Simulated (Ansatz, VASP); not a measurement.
**MgI2 in VASP and in Ansatz**

INCAR

```
PREC = Accurate
ENCUT = 520
EDIFF = 1E-6
ISMEAR = -1
SIGMA = 0.05
LREAL = False
LASPH = True
NELM = 100
ALGO = Normal
ISIF = 2
LWAVE = False
LCHARG = False
GGA = PS
NBANDS = 15
```

KPOINTS

```
Automatic mesh
0
Gamma
  8 8 4
```

Contents of POSCAR:

```
MgI2
1.0
    4.2211970848      0.0000000000      0.0000000000
   -2.1105985424      3.6556639099      0.0000000000
    0.0000000000      0.0000000000      7.0149362183
I Mg
2 1
Direct
    0.6666666667      0.3333333333      0.7500000000
    0.3333333333      0.6666666667      0.2500000000
    0.0000000000      0.0000000000      0.0000000000
```

input.yaml

```yaml
crystal:
  lattice:
    - [4.2211970848, 0.0, 0.0]
    - [-2.1105985424, 3.6556639099, 0.0]
    - [0.0, 0.0, 7.0149362183]
  atoms:
    - { symbol: I, position: [0.6666666667, 0.3333333333, 0.75] }
    - { symbol: I, position: [0.3333333333, 0.6666666667, 0.25] }
    - { symbol: Mg, position: [0.0, 0.0, 0.0] }
kpoints:
  mp_grid: { grid: [8, 8, 4] }
scf:
  occupations: { method: fermi_dirac, width: 0.05 }
hamiltonian:
  xc: pbesol
  pseudopotentials: { kind: all_electron, lapw: { basis_error: 0.001 } }
output:
  forces: true
  stress: true
  eigenvalues: true
```

Change from the starting cell: volume scaled by 1.06.

Alike in both runs: task single point; functional PBEsol; k mesh 8 × 8 × 4; occupations fermi-dirac, width 0.05 eV; no spin polarisation.

|  | VASP | Ansatz |
| --- | --- | --- |
| version | VASP 6.6.1 | Ansatz 0.2.0 |
| potentials or method | VASP PAW PBE potentials, release 64 (I, Mg), cutoff 520 eV | all-electron LAPW, scalar-relativistic |

VASP gave:

- gap on the k mesh at the Fermi level (eV): 3.29
- least direct gap on the mesh (eV): 3.29
- pressure (GPa): -2.3
- traceless stress, the component that is largest in VASP (GPa): -0.26
- rms of the force components (eV/Å): 0.247

Q: Which values does Ansatz return?

A: gap on the k mesh at the Fermi level (eV): 3.29; least direct gap on the mesh (eV): 3.29; pressure (GPa): -2.2; traceless stress, the component that is largest in VASP (GPa): -0.26; rms of the force components (eV/Å): 0.245.

VASP's potentials were made for PBE, not for PBEsol. Atom by atom the forces differ by 0.002 eV/Å (rms over components). Ansatz ran all-electron here, and VASP with PAW potentials.

Neither program's run includes spin-orbit coupling.
